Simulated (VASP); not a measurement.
# AlRu (Pm-3m) in VASP: electric field gradients with PBEsol

Aim: the electric field gradients of AlRu with PBEsol.

Program: VASP 6.6.1. These are calculated values, not measurements. Logs are shortened: lines on timing, memory, paths and dates and some standing lists are left out, and cuts for length are marked.

### Step 1. The cell of the first run

The structure is cubic, space group Pm-3m (No. 221). The conventional cell has a = 2.992 Å, b = 2.992 Å, c = 2.992 Å, α = 90.00°, β = 90.00°, γ = 90.00°. Al (site symmetry m-3m) has 8 Ru at 2.59 Å and 6 Al at 2.99 Å within 3.4 Å. Ru (site symmetry m-3m) has 8 Al at 2.59 Å and 6 Ru at 2.99 Å within 3.4 Å.

### Step 2. Electric field gradients, PBEsol

INCAR reads:

```
ALGO     = Normal         # electronic algorithm
EDIFF    = 1E-8           # SCF threshold, eV
ENCUT    = 520            # plane-wave cutoff, eV
GGA      = PS             # functional
ISIF     = 2              # what is computed and relaxed
ISMEAR   = -1             # smearing method
LASPH    = T              # aspherical terms in the spheres
LCHARG   = F              # write CHGCAR
LEFG     = T            
LREAL    = F              # projectors in reciprocal space
LWAVE    = F              # write WAVECAR
NBANDS   = 16             # bands
NELM     = 100            # most SCF steps
PREC     = Accurate       # precision mode
SIGMA    = 0.08           # smearing width, eV
```

KPOINTS reads:

```
k-points
0
Gamma
  14 14 14
```

POSCAR reads:

```
AlRu
1.0
    2.9916000000      0.0000000000      0.0000000000
    0.0000000000      2.9916000000      0.0000000000
    0.0000000000      0.0000000000      2.9916000000
Al Ru
1 1
Direct
    0.0000000000      0.0000000000      0.0000000000
    0.5000000000      0.5000000000      0.5000000000
```

Potentials or basis: VASP PAW PBE potentials, release 64 (Al, Ru_pv).

Command:

```
> cat potpaw_PBE.64/Al/POTCAR potpaw_PBE.64/Ru_pv/POTCAR > POTCAR
> mpirun -np 1 vasp_std > vasp.out
```

OUTCAR:

```text
EDIFF = 1E-8
   ENCUT = 520
   GGA = PS
   ISIF = 2
   ISMEAR = -1
   LASPH = T
   LREAL = F
   NELM = 100
   PREC = Accurate

 ion  position               nearest neighbor table
   1  0.000  0.000  0.000-   2 2.59   2 2.59   2 2.59   2 2.59   2 2.59   2 2.59   2 2.59   2 2.59

   2  0.500  0.500  0.500-   1 2.59   1 2.59   1 2.59   1 2.59   1 2.59   1 2.59   1 2.59   1 2.59

  LATTYP: Found a simple cubic cell.
 ALAT       =     2.9916000000

  Lattice vectors:

 A1 = (   2.9916000000,   0.0000000000,   0.0000000000)
 A2 = (   0.0000000000,   2.9916000000,   0.0000000000)
 A3 = (   0.0000000000,   0.0000000000,   2.9916000000)

Analysis of symmetry for initial positions (statically):
=====================================================================
 Subroutine PRICEL returns:
 Original cell was already a primitive cell.

 Routine SETGRP: Setting up the symmetry group for a
 simple cubic supercell.

 Subroutine GETGRP returns: Found 48 space group operations
 (whereof 48 operations were pure point group operations)
 out of a pool of 48 trial point group operations.

The static configuration has the point symmetry O_h .

Analysis of symmetry for dynamics (positions and initial velocities):
=====================================================================
 Subroutine PRICEL returns:
 Original cell was already a primitive cell.

 Routine SETGRP: Setting up the symmetry group for a
 simple cubic supercell.

 Subroutine GETGRP returns: Found 48 space group operations
 (whereof 48 operations were pure point group operations)
 out of a pool of 48 trial point group operations.

The dynamic configuration has the point symmetry O_h .

 Subroutine INISYM returns: Found 48 space group operations
 (whereof 48 operations are pure point group operations),
 and found     1 'primitive' translations

----------------------------------------------------------------------------------------

                                     Primitive cell

  volume of cell :      26.7738

  direct lattice vectors                    reciprocal lattice vectors
     2.991600000  0.000000000  0.000000000     0.334269287  0.000000000  0.000000000
     0.000000000  2.991600000  0.000000000     0.000000000  0.334269287  0.000000000
     0.000000000  0.000000000  2.991600000     0.000000000  0.000000000  0.334269287

  length of vectors
     2.991600000  2.991600000  2.991600000     0.334269287  0.334269287  0.334269287

  position of ions in fractional coordinates (direct lattice)
     0.000000000  0.000000000  0.000000000
     0.500000000  0.500000000  0.500000000

  ion indices of the primitive-cell ions
   primitive index   ion index
                 1           1
                 2           2

----------------------------------------------------------------------------------------

 KPOINTS: k-points

Automatic generation of k-mesh.
 Grid dimensions read from file:
 generate k-points for:   14   14   14

 Generating k-lattice:

  Cartesian coordinates                     Fractional coordinates (reciprocal lattice)
     0.023876378  0.000000000  0.000000000     0.071428571  0.000000000  0.000000000
     0.000000000  0.023876378  0.000000000     0.000000000  0.071428571  0.000000000
     0.000000000  0.000000000  0.023876378     0.000000000  0.000000000  0.071428571

  Length of vectors
     0.023876378  0.023876378  0.023876378

  Shift w.r.t. Gamma in fractional coordinates (k-lattice)
     0.000000000  0.000000000  0.000000000

 Subroutine IBZKPT returns following result:
 ===========================================

 Found    120 irreducible k-points:

 Following reciprocal coordinates:
            Coordinates               Weight
  0.000000  0.000000  0.000000      1.000000
  0.071429  0.000000  0.000000      6.000000
  0.142857  0.000000  0.000000      6.000000
  0.214286  0.000000  0.000000      6.000000
  0.285714  0.000000  0.000000      6.000000
  0.357143  0.000000  0.000000      6.000000
[... 16 lines left out ...]
  0.285714  0.214286  0.000000     24.000000
  0.357143  0.214286  0.000000     24.000000
 [... further k-points ...]
   k-points           NKPTS =    120   k-points in BZ     NKDIM =    120   number of bands    NBANDS=     16
   number of dos      NEDOS =    301   number of ions     NIONS =      2
   total plane-waves  NPLWV =  13824
   dimension x,y,z NGX =    24 NGY =   24 NGZ =   24
   dimension x,y,z NGXF=    48 NGYF=   48 NGZF=   48
   ions per type =               1   1
   NGX,Y,Z   is equivalent  to a cutoff of  13.34, 13.34, 13.34 a.u.
   NGXF,Y,Z  is equivalent  to a cutoff of  26.67, 26.67, 26.67 a.u.
 SYSTEM =  unknown system
   PREC   = accura    normal or accurate (medium, high low for compatibility)
   ISTART =      0    job   : 0-new  1-cont  2-samecut
   ICHARG =      2    charge: 1-file 2-atom 10-const
   ISPIN  =      1    spin polarized calculation?
   LNONCOLLINEAR =      F non collinear calculations
   LSORBIT =      F    spin-orbit coupling
   LASPH  =      T    aspherical Exc in radial PAW
   ENCUT  =  520.0 eV  38.22 Ry    6.18 a.u.   5.56  5.56  5.56*2*pi/ulx,y,z
   NELM   =    100;   NELMIN=  2; NELMDL= -5     # of ELM steps
   EDIFF  = 0.1E-07   stopping-criterion for ELM
   LREAL  =      F    real-space projection
   EDIFFG = 0.1E-06   stopping-criterion for IOM
   NSW    =      0    number of steps for IOM
   IBRION =     -1    ionic relax: 0-MD 1-quasi-New 2-CG
   NFREE  =      0    steps in history (QN), initial steepest desc. (CG)
   ISIF   =      2    stress and relaxation
   ISYM   =      2    0-nonsym 1-usesym 2-fastsym
   POTIM  = 0.5000    time-step for ionic-motion
   TEBEG  =    0.0;   TEEND  =   0.0 temperature during run
   PSTRESS=    0.0 pullay stress
   NELECT =      17.0000    total number of electrons
   NUPDOWN=      -1.0000    fix difference up-down
   EMIN   =  10.00;   EMAX   =-10.00  energy-range for DOS
   EFERMI =   0.00;   METHOD = LEGACY
   ISMEAR =    -1;   SIGMA  =   0.08  broadening in eV -4-tet -1-fermi 0-gaus
   EFERMI_NEDOS =   21; number of points for ismear=-14 and -15
   IALGO  =     38    algorithm
   IMIX   =      4    mixing-type and parameters
     AMIX     =   0.40;   BMIX     =  1.00
     AMIX_MAG =   1.60;   BMIX_MAG =  1.00
  volume/ion in A,a.u.               =      13.39        90.34
  Fermi-wavevector in a.u.,A,eV,Ry     =   1.407087  2.659009 26.938090  1.979894
  Thomas-Fermi vector in A             =   2.529382
   LORBIT       =      0    0 simple, 1 ext, 2 COOP (PROOUT), +10 PAW based schemes
   GGA     = PS    functional components
   LHFCALC =     F    Hartree Fock is set to
   AEXX    =    0.0000 exact exchange contribution
   IVDW    =     0    specifies the selected vdW correction
   LEPSILON=     F    determine dielectric tensor
   LRPA    =     F    only Hartree local field effects (RPA)
 non-spin polarized calculation
  energy-cutoff  :      520.00
  volume of cell :       26.77
 maximum number of plane-waves:       739
 NGX is ok and might be reduce to    24
   NGX = 11   NGY = 11   NGZ = 11

 number of electron      16.9999995 magnetization

 Free energy of the ion-electron system (eV)
  ---------------------------------------------------
  ext. energy  EPLUGINS =         0.00000000
  ---------------------------------------------------
  free energy    TOTEN  =       -15.52894732 eV

  energy without entropy =      -15.49282396  energy(sigma->0) =      -15.51088564

 E-fermi :  10.6046     XC(G=0): -12.6870

 val. band max:       10.5833257420   @ k =   0.0714   0.0714   0.0714
 cond. band min:      10.6064824082   @ k =   0.1429   0.0714   0.0714
 fundamental gap:      0.0231566662
 Fermi energy:        10.6045871898

 k-point     1 :       0.0000    0.0000    0.0000
  band No.  band energies     occupation
      1     -31.1125      2.00000
      2     -31.1125      2.00000
      3     -31.1125      2.00000
      4       0.9130      2.00000
      5       7.0076      2.00000
      6       7.0076      2.00000
[... 8 lines left out ...]
     15      22.5989      0.00000
     16      25.6743      0.00000

 k-point     2 :       0.0714    0.0000    0.0000
  band No.  band energies     occupation
      1     -31.1230      2.00000
      2     -31.1116      2.00000
      3     -31.1116      2.00000
      4       1.0113      2.00000
      5       7.0421      2.00000
      6       7.0424      2.00000
[... 8 lines left out ...]
     15      22.5997      0.00000
     16      25.9828      0.00000

 k-point     3 :       0.1429    0.0000    0.0000
  band No.  band energies     occupation
      1     -31.1526      2.00000
      2     -31.1091      2.00000
      3     -31.1091      2.00000
      4       1.3016      2.00000
      5       7.1189      2.00000
      6       7.1411      2.00000
[... 8 lines left out ...]
     15      22.6780      0.00000
     16      26.9583      0.00000

 k-point     4 :       0.2143    0.0000    0.0000
  band No.  band energies     occupation
      1     -31.1951      2.00000
      2     -31.1055      2.00000
      3     -31.1055      2.00000
      4       1.7708      2.00000
      5       7.1493      2.00000
      6       7.2908      2.00000
[... 8 lines left out ...]
     15      23.2025      0.00000
     16      27.7225      0.00000
[... 324 lines left out ...]
 k-point    22 :       0.2143    0.2143    0.0000
  band No.  band energies     occupation
      1     -31.1891      2.00000
      2     -31.1844      2.00000
      3     -31.0985      2.00000
      4       2.5561      2.00000
      5       7.2848      2.00000
      6       7.6427      2.00000
[... 8 lines left out ...]
     15      25.1981      0.00000
     16      25.3594      0.00000

 k-point    23 :       0.2857    0.2143    0.0000
  band No.  band energies     occupation
      1     -31.2330      2.00000
      2     -31.1819      2.00000
      3     -31.0944      2.00000
      4       3.1149      2.00000
      5       7.0993      2.00000
      6       7.8425      2.00000
[... 8 lines left out ...]
     15      24.2515      0.00000
     16      25.8858      0.00000

 k-point    24 :       0.3571    0.2143    0.0000
  band No.  band energies     occupation
      1     -31.2742      2.00000
      2     -31.1777      2.00000
      3     -31.0908      2.00000
      4       3.7685      2.00000
      5       6.6599      2.00000
      6       8.0339      2.00000
[... 8 lines left out ...]
     15      23.1437      0.00000
     16      24.9351      0.00000

 [... further k-points ...]
[... 5 lines left out ...]
  --------------------------------------------------------------------------------------
  -------------------------------------------------------------------------------------
  Total       -0.5172518     -0.5172518     -0.5172518      0.0000000      0.0000000     -0.0000000
  in kB      -30.9529484    -30.9529484    -30.9529484      0.0000000      0.0000000     -0.0000000
  external PRESSURE =     -30.9529484 kB  Pullay stress =       0.0000000 kB

 VOLUME and BASIS-vectors are now :
 -----------------------------------------------------------------------------
  energy-cutoff  :      520.00
  volume of cell :       26.77
      direct lattice vectors                 reciprocal lattice vectors
     2.991600000  0.000000000  0.000000000     0.334269287  0.000000000  0.000000000
     0.000000000  2.991600000  0.000000000     0.000000000  0.334269287  0.000000000
     0.000000000  0.000000000  2.991600000     0.000000000  0.000000000  0.334269287

 POSITION                                       TOTAL-FORCE (eV/Angst)
 -----------------------------------------------------------------------------------
      0.00000      0.00000      0.00000         0.000000      0.000000      0.000000
      1.49580      1.49580      1.49580         0.000000      0.000000      0.000000
 -----------------------------------------------------------------------------------
    total drift:                                0.000000     -0.000000     -0.000000

  FREE ENERGIE OF THE ION-ELECTRON SYSTEM (eV)
  ---------------------------------------------------
  free  energy   TOTEN  =       -15.5289473238 eV

  energy  without entropy=      -15.4928239623  energy(sigma->0) =      -15.51088564

 Electric field gradients (V/A^2)
---------------------------------------------------------------------
 ion       V_xx      V_yy      V_zz      V_xy      V_xz      V_yz
---------------------------------------------------------------------
   1       0.000     0.000     0.000    -0.000     0.000    -0.000
   2       0.000     0.000    -0.000    -0.000     0.000     0.000
---------------------------------------------------------------------

 Electric field gradients after diagonalization (V/A^2)
 (convention: |V_zz| > |V_xx| > |V_yy|)
----------------------------------------------------------------------
 ion       V_xx      V_yy      V_zz     asymmetry (V_yy - V_xx)/ V_zz
----------------------------------------------------------------------
   1       0.000     0.000     0.000      -0.033
   2       0.000     0.000    -0.000       0.074
----------------------------------------------------------------------

           NMR quadrupolar parameters

 Cq : quadrupolar parameter    Cq=e*Q*V_zz/h
 eta: asymmetry parameters     (V_yy - V_xx)/ V_zz
 Q  : nuclear electric quadrupole moment in mb (millibarn)
----------------------------------------------------------------------
 ion       Cq(MHz)       eta       Q (mb)
----------------------------------------------------------------------
   1       0.000      -0.033       1.000
   2      -0.000       0.074       1.000
----------------------------------------------------------------------
```

Run time: 24 s. Hardware: 1 thread of Intel Xeon Platinum 8259CL at 2.50GHz (Skylake/Cascade Lake), shared host; peak memory 0.17 GiB.

Results:

| Property | Result |
| --- | --- |
| Free energy | -15.5289 eV |
| Pressure | -3.1 GPa |

Caveat: without QUAD_EFG the Cq values of the log hold for a quadrupole moment of 1 mb, not for the nuclei; the PAW data sets were made with another functional, which shifts forces and pressure a little.
